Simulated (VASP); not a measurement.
# Rh (I4/mmm) in VASP: notebook

Rh is run at these levels: r2SCAN; tasks: single point.

Everything below comes from runs of VASP 6.6.1. Logs are shortened: lines on timing, memory, paths and dates and some standing lists are left out, and cuts for length are marked.

## Step 1: The cell of the first run

Symmetry: I4/mmm, No. 139, tetragonal system. The conventional cell has a = 2.689 Å, b = 2.689 Å, c = 3.727 Å, α = 90.00°, β = 90.00°, γ = 90.00°. Rh (site symmetry 4/mmm) has 12 Rh at 2.66 to 2.69 Å within 3.5 Å.

## Step 2: Single point, r2SCAN (strain -0.0200 x Voigt [0, 1, 0, 0, 0, 0])

The input, POSCAR:

```
Rh
1.0
    0.0000000000      1.8635190000      1.9015500000
    1.9015500000      0.0000000000      1.9015500000
    1.9015500000      1.8635190000      0.0000000000
Rh
1
Direct
    0.0000000000      0.0000000000      0.0000000000
```

The input, INCAR.step1:

```
SYSTEM = Rh
  PREC = Accurate
  ENCUT = 520
  ISMEAR = 0
  SIGMA = 0.15
  LREAL = .False.
  LASPH = .True.
  NELM = 60
  NBANDS = 14
  GGA = PE
  ALGO = Normal
  EDIFF = 1E-4
  LWAVE = .True.
  LCHARG = .False.
```

The input, INCAR.step2:

```
SYSTEM = Rh
  PREC = Accurate
  ENCUT = 520
  EDIFF = 1E-7
  ISMEAR = 0
  SIGMA = 0.15
  LREAL = .False.
  LASPH = .True.
  NELM = 60
  ALGO = Normal
  ISIF = 2
  LWAVE = .False.
  LCHARG = .False.
  METAGGA = R2SCAN
  LMIXTAU = .True.
  NBANDS = 14
  ISTART = 1
```

The input, KPOINTS:

```
regular mesh
0
Gamma
  22 22 22
  0 0 0
```

Potentials or basis: VASP PAW PBE potentials, release 64 (Rh_pv).

Launch:

```console
cat potpaw_PBE.64/Rh_pv/POTCAR > POTCAR
cp INCAR.step1 INCAR
mpirun -np 1 vasp_std > vasp.out
cp INCAR.step2 INCAR
mpirun -np 1 vasp_std > vasp.out
```

OUTCAR:

```text
SYSTEM = Rh
   PREC = Accurate
   ENCUT = 520
   EDIFF = 1E-7
   ISMEAR = 0
   LREAL = .False.
   LASPH = .True.
   NELM = 60
   ISIF = 2
   METAGGA = R2SCAN
   ISTART = 1

 ion  position               nearest neighbor table
   1  0.000  0.000  0.000-

  LATTYP: Found a body centered tetragonal cell.
 ALAT       =     2.6891977995
 C/A-ratio  =     1.3859292911

  Lattice vectors:

 A1 = (   0.0000000000,  -1.8635190000,   1.9015500000)
 A2 = (   0.0000000000,  -1.8635190000,  -1.9015500000)
 A3 = (   1.9015500000,   1.8635190000,   0.0000000000)

Analysis of symmetry for initial positions (statically):
=====================================================================
 Subroutine PRICEL returns:
 Original cell was already a primitive cell.

 Routine SETGRP: Setting up the symmetry group for a
 body centered tetragonal supercell.

 Subroutine GETGRP returns: Found 16 space group operations
 (whereof 16 operations were pure point group operations)
 out of a pool of 16 trial point group operations.

The static configuration has the point symmetry D_4h.

Analysis of symmetry for dynamics (positions and initial velocities):
=====================================================================
 Subroutine PRICEL returns:
 Original cell was already a primitive cell.

 Routine SETGRP: Setting up the symmetry group for a
 body centered tetragonal supercell.

 Subroutine GETGRP returns: Found 16 space group operations
 (whereof 16 operations were pure point group operations)
 out of a pool of 16 trial point group operations.

The dynamic configuration has the point symmetry D_4h.

 Subroutine INISYM returns: Found 16 space group operations
 (whereof 16 operations are pure point group operations),
 and found     1 'primitive' translations

----------------------------------------------------------------------------------------

                                     Primitive cell

  volume of cell :      13.4766

  direct lattice vectors                    reciprocal lattice vectors
     0.000000000  1.863519000  1.901550000    -0.262943388  0.268309580  0.262943388
     1.901550000  0.000000000  1.901550000     0.262943388 -0.268309580  0.262943388
     1.901550000  1.863519000  0.000000000     0.262943388  0.268309580 -0.262943388

  length of vectors
     2.662441636  2.689197800  2.662441636     0.458550413  0.458550413  0.458550413

  position of ions in fractional coordinates (direct lattice)
     0.000000000  0.000000000  0.000000000

  ion indices of the primitive-cell ions
[... 83 lines left out ...]
   TEBEG  =    0.0;   TEEND  =   0.0 temperature during run
   PSTRESS=    0.0 pullay stress
   NELECT =      15.0000    total number of electrons
   NUPDOWN=      -1.0000    fix difference up-down
   EMIN   =  10.00;   EMAX   =-10.00  energy-range for DOS
   EFERMI =   0.00;   METHOD = LEGACY
   ISMEAR =     0;   SIGMA  =   0.15  broadening in eV -4-tet -1-fermi 0-gaus
   EFERMI_NEDOS =   21; number of points for ismear=-14 and -15
   IALGO  =     38    algorithm
   IMIX   =      4    mixing-type and parameters
     AMIX     =   0.40;   BMIX     =  1.00
     AMIX_MAG =   1.60;   BMIX_MAG =  1.00
  volume/ion in A,a.u.               =      13.48        90.94
  Fermi-wavevector in a.u.,A,eV,Ry     =   1.696597  3.206104 39.163594  2.878443
  Thomas-Fermi vector in A             =   2.777431
   LORBIT       =      0    0 simple, 1 ext, 2 COOP (PROOUT), +10 PAW based schemes
   METAGGA = R2SCAN    functional components
   LHFCALC =     F    Hartree Fock is set to
   AEXX    =    0.0000 exact exchange contribution
   IVDW    =     0    specifies the selected vdW correction
   LEPSILON=     F    determine dielectric tensor
   LRPA    =     F    only Hartree local field effects (RPA)
 non-spin polarized calculation
 Gauss-broadening in eV      SIGMA  =   0.15
  energy-cutoff  :      520.00
  volume of cell :       13.48
 maximum number of plane-waves:       378
   NGX =  9   NGY =  9   NGZ =  9

 number of electron      15.0000006 magnetization

 Free energy of the ion-electron system (eV)
  ---------------------------------------------------
  ext. energy  EPLUGINS =         0.00000000
  ---------------------------------------------------
  free energy    TOTEN  =       -24.13545257 eV

  energy without entropy =      -24.12142670  energy(sigma->0) =      -24.12843963

 E-fermi :  12.0983     XC(G=0): -15.3557

 val. band max:       12.0959410775   @ k =   0.1818   0.3182   0.0455
 cond. band min:      12.0989702790   @ k =   0.3636  -0.1818   0.1818
 fundamental gap:      0.0030292015
 Fermi energy:        12.0983442550

 k-point     1 :       0.0000    0.0000    0.0000
  band No.  band energies     occupation
      1     -35.7220      2.00000
      2     -35.7220      2.00000
      3     -35.7095      2.00000
      4       3.7720      2.00000
      5       8.7589      2.00000
      6       8.7589      2.00000
      7       8.9864      2.00000
      8      10.8629      2.00000
      9      11.1372      2.00000
     10      28.8124      0.00000
     11      29.4677      0.00000
     12      34.4523      0.00000
     13      34.4523      0.00000
     14      35.1319      0.00000
[... 377 lines left out ...]
      1     -36.5484      2.00000
      2     -35.8601      2.00000
      3     -35.8202      2.00000
      4       5.6688      2.00000
      5       8.5754      2.00000
      6       8.8763      2.00000
      7      11.8948      1.94502
      8      12.5919      0.00000
      9      13.7616      0.00000
     10      21.5861      0.00000
     11      28.5081      0.00000
     12      29.4676      0.00000
     13      34.1397      0.00000
     14      34.8722      0.00000

 [... further k-points ...]

------------------------ aborting loop because EDIFF is reached ----------------------------------------

  FORCE on cell =-STRESS in cart. coord.  units (eV):
  Direction    XX          YY          ZZ          XY          YZ          ZX
  --------------------------------------------------------------------------------------
  -------------------------------------------------------------------------------------
  Total        0.4183536      0.8520706      0.4183536      0.0000000      0.0000000      0.0000000
  in kB       49.7364531    101.2993967     49.7364531      0.0000000      0.0000000      0.0000000
  external PRESSURE =      66.9241010 kB  Pullay stress =       0.0000000 kB

 VOLUME and BASIS-vectors are now :
 -----------------------------------------------------------------------------
  energy-cutoff  :      520.00
  volume of cell :       13.48
      direct lattice vectors                 reciprocal lattice vectors
     0.000000000  1.863519000  1.901550000    -0.262943388  0.268309580  0.262943388
     1.901550000  0.000000000  1.901550000     0.262943388 -0.268309580  0.262943388
     1.901550000  1.863519000  0.000000000     0.262943388  0.268309580 -0.262943388

 POSITION                                       TOTAL-FORCE (eV/Angst)
 -----------------------------------------------------------------------------------
      0.00000      0.00000      0.00000         0.000000      0.000000     -0.000000
 -----------------------------------------------------------------------------------
    total drift:                                0.000000     -0.000000      0.000000

  FREE ENERGIE OF THE ION-ELECTRON SYSTEM (eV)
  ---------------------------------------------------
  free  energy   TOTEN  =       -24.1354525720 eV

  energy  without entropy=      -24.1214266975  energy(sigma->0) =      -24.12843963
```

OUTCAR.step1:

```text
SYSTEM = Rh
   PREC = Accurate
   ENCUT = 520
   ISMEAR = 0
   LREAL = .False.
   LASPH = .True.
   NELM = 60
[... 625 lines left out ...]
 -----------------------------------------------------------------------------------
      0.00000      0.00000      0.00000        -0.000000      0.000000      0.000000
 -----------------------------------------------------------------------------------
    total drift:                                0.000000     -0.000000      0.000000

  FREE ENERGIE OF THE ION-ELECTRON SYSTEM (eV)
  ---------------------------------------------------
  free  energy   TOTEN  =        -7.2424602726 eV

  energy  without entropy=       -7.2278678565  energy(sigma->0) =       -7.23516406
```

OSZICAR.step1:

```text
N       E                     dE             d eps       ncg     rms          rms(c)
DAV:   1     0.120204908459E+03    0.12020E+03   -0.87604E+03 23410   0.115E+03
DAV:   2    -0.616711921794E+01   -0.12637E+03   -0.12085E+03 25914   0.341E+02
DAV:   3    -0.773013919653E+01   -0.15630E+01   -0.15605E+01 27810   0.417E+01
DAV:   4    -0.773584131212E+01   -0.57021E-02   -0.57019E-02 26706   0.258E+00
DAV:   5    -0.773589039749E+01   -0.49085E-04   -0.49084E-04 27150   0.211E-01    0.107E+01
DAV:   6    -0.726438759300E+01    0.47150E+00   -0.77167E-01 24660   0.122E+01    0.384E+00
DAV:   7    -0.724606688736E+01    0.18321E-01   -0.19579E-02 27246   0.175E+00    0.175E+00
DAV:   8    -0.724261764260E+01    0.34492E-02   -0.35553E-03 24624   0.805E-01    0.231E-01
DAV:   9    -0.724245897929E+01    0.15866E-03   -0.96024E-05 16026   0.138E-01    0.110E-02
DAV:  10    -0.724246027263E+01   -0.12933E-05   -0.56856E-06 11928   0.295E-02
   1 F= -.72424603E+01 E0= -.72351641E+01  d E =-.145924E-01
```

Wall time 6.9 min (1 thread of Intel Xeon 6975P-C, shared host); peak memory 0.25 GiB.

What came out:

| Property | Result |
| --- | --- |
| Free energy | -24.1355 eV |
| Pressure | 6.7 GPa |

Stress tensor (GPa, compression positive):
```
 4.97  0.00  0.00
 0.00 10.13  0.00
 0.00  0.00  4.97
```

Caveat: the cell differs from its parent crystal (strain -0.0200 x Voigt [0, 1, 0, 0, 0, 0]); the PAW data sets were made with another functional, which shifts forces and pressure a little.

## Step 3: Single point, r2SCAN (strain -0.0150 x Voigt [0, 1, 0, 0, 0, 0])

The input, POSCAR:

```
Rh
1.0
    0.0000000000      1.8730267500      1.9015500000
    1.9015500000      0.0000000000      1.9015500000
    1.9015500000      1.8730267500      0.0000000000
Rh
1
Direct
    0.0000000000      0.0000000000      0.0000000000
```

The input, INCAR.step1:

```
SYSTEM = Rh
ALGO = Normal
EDIFF = 1E-4
ENCUT = 520
GGA = PE
ISMEAR = 0
LASPH = .TRUE.
LCHARG = .FALSE.
LREAL = .FALSE.
LWAVE = .TRUE.
NBANDS = 14
NELM = 80
PREC = Accurate
SIGMA = 0.15
```

The input, INCAR.step2:

```
SYSTEM = Rh
ALGO = Normal
EDIFF = 1E-6
ENCUT = 520
ISIF = 2
ISMEAR = 0
ISTART = 1
LASPH = .TRUE.
LCHARG = .FALSE.
LMIXTAU = .TRUE.
LREAL = .FALSE.
LWAVE = .FALSE.
METAGGA = R2SCAN
NBANDS = 14
NELM = 80
PREC = Accurate
SIGMA = 0.15
```

The input, KPOINTS:

```
k-points
0
G
  22 22 22
  0 0 0
```

Potentials or basis: VASP PAW PBE potentials, release 64 (Rh_pv).

Launch:

```console
cat potpaw_PBE.64/Rh_pv/POTCAR > POTCAR
cp INCAR.step1 INCAR
mpirun -np 1 vasp_std > vasp.out
cp INCAR.step2 INCAR
mpirun -np 1 vasp_std > vasp.out
```

Wall time 5.6 min (1 thread of Intel Xeon 6975P-C, shared host); peak memory 0.25 GiB.

The run converged. Its results:

```yaml
Free_energy: -24.1393 eV
Pressure: 5.1 GPa
```

Stress tensor (GPa, compression positive):
```
3.79 0.00 0.00
0.00 7.61 0.00
0.00 0.00 3.79
```

Levels at points of the mesh, in eV from the Fermi level:
```tsv
k point	band 5	band 6	band 7	band 8	band 9	band 10
(0.00, 0.00, 0.00)	-3.30	-3.30	-3.13	-1.19	-0.99	16.71
(0.50, 0.00, 0.00)	-3.45	-3.27	0.57	0.66	0.89	9.26
(0.50, 0.50, 0.00)	-6.30	0.54	1.00	1.15	3.40	12.93
(0.50, 0.00, 0.50)	-6.32	0.53	1.09	1.09	3.74	13.37
```

Caveat: the cell differs from its parent crystal (strain -0.0150 x Voigt [0, 1, 0, 0, 0, 0]); the PAW data sets were made with another functional, which shifts forces and pressure a little.

## Step 4: Single point, r2SCAN (strain -0.0100 x Voigt [0, 1, 0, 0, 0, 0])

The input, POSCAR:

```
Rh
1.0
    0.0000000000      1.8825345000      1.9015500000
    1.9015500000      0.0000000000      1.9015500000
    1.9015500000      1.8825345000      0.0000000000
Rh
1
Direct
    0.0000000000      0.0000000000      0.0000000000
```

The input, INCAR.step1:

```
  PREC = Accurate
  ENCUT = 520
  ISMEAR = 0
  SIGMA = 0.15
  LREAL = False
  LASPH = True
  NELM = 80
  NBANDS = 14
  GGA = PE
  ALGO = Normal
  EDIFF = 1E-4
  LWAVE = True
  LCHARG = False
```

The input, INCAR.step2:

```
  PREC = Accurate
  ENCUT = 520
  EDIFF = 1E-6
  ISMEAR = 0
  SIGMA = 0.15
  LREAL = False
  LASPH = True
  NELM = 80
  ALGO = Normal
  ISIF = 2
  LWAVE = False
  LCHARG = False
  METAGGA = R2SCAN
  LMIXTAU = True
  NBANDS = 14
  ISTART = 1
```

The input, KPOINTS:

```
regular mesh
0
Gamma
  22 22 22
```

Launch:

```console
cat potpaw_PBE.64/Rh_pv/POTCAR > POTCAR
cp INCAR.step1 INCAR
mpirun -np 1 vasp_std > vasp.out
cp INCAR.step2 INCAR
mpirun -np 1 vasp_std > vasp.out
```

It took 5.3 min on 1 thread of Intel Xeon 6975P-C, shared host; peak memory 0.25 GiB.

It converged, with:

* Free energy: -24.1421 eV
* Pressure: 3.5 GPa

Stress tensor (GPa, compression positive):
```
2.67 0.00 0.00
0.00 5.18 0.00
0.00 0.00 2.67
```

Levels at points of the mesh, in eV from the Fermi level:
```tsv
k point	band 3	band 4	band 5	band 6	band 7	band 8	band 9	band 10	band 11	band 12
(0.00, 0.00, 0.00)	-47.79	-8.25	-3.25	-3.25	-3.14	-1.15	-1.01	16.72	17.38	22.42
(0.50, 0.00, 0.00)	-47.90	-6.42	-3.39	-3.27	0.58	0.63	0.90	9.20	16.27	17.38
(0.50, 0.50, 0.00)	-48.08	-6.64	-6.26	0.53	1.02	1.12	3.43	12.91	14.08	14.20
(0.50, 0.00, 0.50)	-48.11	-6.64	-6.27	0.52	1.08	1.08	3.66	13.21	13.95	13.95
```

Caveat: the cell differs from its parent crystal (strain -0.0100 x Voigt [0, 1, 0, 0, 0, 0]); the PAW data sets were made with another functional, which shifts forces and pressure a little.

## Step 5: Single point, r2SCAN (strain -0.0050 x Voigt [0, 1, 0, 0, 0, 0])

The input, POSCAR:

```
Rh
1.0
    0.0000000000      1.8920422500      1.9015500000
    1.9015500000      0.0000000000      1.9015500000
    1.9015500000      1.8920422500      0.0000000000
Rh
1
Direct
    0.0000000000      0.0000000000      0.0000000000
```

The input, INCAR.step1:

```
SYSTEM = Rh
PREC     = Accurate       ! precision mode
ENCUT    = 520            ! plane-wave cutoff, eV
ISMEAR   = 0              ! smearing method
SIGMA    = 0.15           ! smearing width, eV
LREAL    = .False.        ! projectors in reciprocal space
LASPH    = .True.         ! aspherical terms in the spheres
NELM     = 100            ! most SCF steps
NBANDS   = 14             ! bands
GGA      = PE             ! functional
ALGO     = Normal         ! electronic algorithm
EDIFF    = 1E-4           ! SCF threshold, eV
LWAVE    = .True.         ! write WAVECAR
LCHARG   = .False.        ! write CHGCAR
```

The input, INCAR.step2:

```
SYSTEM = Rh
PREC     = Accurate       ! precision mode
ENCUT    = 520            ! plane-wave cutoff, eV
EDIFF    = 1E-6           ! SCF threshold, eV
ISMEAR   = 0              ! smearing method
SIGMA    = 0.15           ! smearing width, eV
LREAL    = .False.        ! projectors in reciprocal space
LASPH    = .True.         ! aspherical terms in the spheres
NELM     = 100            ! most SCF steps
ALGO     = Normal         ! electronic algorithm
ISIF     = 2              ! what is computed and relaxed
LWAVE    = .False.        ! write WAVECAR
LCHARG   = .False.        ! write CHGCAR
METAGGA  = R2SCAN         ! meta-GGA
LMIXTAU  = .True.       
NBANDS   = 14             ! bands
ISTART   = 1
```

The input, KPOINTS:

```
Automatic mesh
0
Gamma
  22 22 22
  0 0 0
```

Launch:

```console
cat potpaw_PBE.64/Rh_pv/POTCAR > POTCAR
cp INCAR.step1 INCAR
mpirun -np 1 vasp_std > vasp.out
cp INCAR.step2 INCAR
mpirun -np 1 vasp_std > vasp.out
```

Wall time 5.1 min (1 thread of Intel Xeon 6975P-C, shared host); peak memory 0.25 GiB.

It converged, with:

```yaml
Free_energy: -24.1438 eV
Pressure: 2.0 GPa
```

Stress tensor (GPa, compression positive):
```
1.61 0.00 0.00
0.00 2.85 0.00
0.00 0.00 1.61
```

Levels at points of the mesh, in eV from the Fermi level:
```csv
k point,band 5,band 6,band 7,band 8,band 9,band 10
"(0.00, 0.00, 0.00)",-3.21,-3.21,-3.15,-1.11,-1.04,16.72
"(0.50, 0.00, 0.00)",-3.33,-3.28,0.59,0.61,0.90,9.14
"(0.50, 0.50, 0.00)",-6.21,0.53,1.04,1.08,3.46,12.90
"(0.50, 0.00, 0.50)",-6.22,0.52,1.07,1.07,3.57,13.04
```

Caveat: the cell differs from its parent crystal (strain -0.0050 x Voigt [0, 1, 0, 0, 0, 0]); the PAW data sets were made with another functional, which shifts forces and pressure a little.

(Continued in part 2 of 2.)
